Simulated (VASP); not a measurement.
Write the native input for VASP 6.6.1 that does the following.

```
Task                   : single point
Functional             : LDA
Potentials or basis    : VASP PAW LDA potentials, release 64 (Sr_sv, O)
Cutoff                 : 520 eV
k mesh                 : 9 × 9 × 6
Occupations            : gaussian, width 0.05 eV
Spin                   : no spin polarisation
Dipole correction      : no
Further INCAR settings : ALGO = Normal; EDIFF = 1e-07; NBANDS = 24
```

The structure of SrO lies in POSCAR:

```
SrO
1.0
    3.9334289643      0.0000000000      0.0000000000
   -1.9667144822      3.4064494071      0.0000000000
    0.0000000000      0.0000000000      5.5680425892
Sr O
2 2
Direct
    0.3333333333      0.6666666667      0.9381277000
    0.6666666667      0.3333333333      0.4381277000
    0.3333333333      0.6666666667      0.4368723000
    0.6666666667      0.3333333333      0.9368723000
```

This cell differs from its parent crystal: strain -0.080 along x and y, +0.080 along z.

One way to write it, as run:

INCAR

```
SYSTEM = SrO
  ALGO = Normal
  EDIFF = 1E-7
  ENCUT = 520
  ISIF = 2
  ISMEAR = 0
  LASPH = .True.
  LCHARG = .True.
  LELF = .True.
  LREAL = .False.
  LVHAR = .True.
  LWAVE = .False.
  NBANDS = 24
  NELM = 60
  PREC = Accurate
  SIGMA = 0.05
```

KPOINTS

```
k-points
0
Gamma
  9 9 6
  0 0 0
```

Potentials or basis: VASP PAW LDA potentials, release 64 (Sr_sv, O).

Command:

```bash
$ cat potpaw_LDA.64/Sr_sv/POTCAR potpaw_LDA.64/O/POTCAR > POTCAR
$ mpirun -np 1 vasp_std > vasp.out
```

Results of the run:

```yaml
Pressure: 7.2 GPa
Largest_force: 0.017 eV/Å
Band_gap_on_the_k_mesh: 2.33 eV (least direct gap 2.98 eV)
```

Caveat: the cell differs from its parent crystal (strain -0.080 along x and y, +0.080 along z); the stress differs along the axes, from -7 to 14 GPa.

It took 2.3 min on 1 thread of Intel Xeon 8259CL (shared host), peak memory 0.21 GiB.
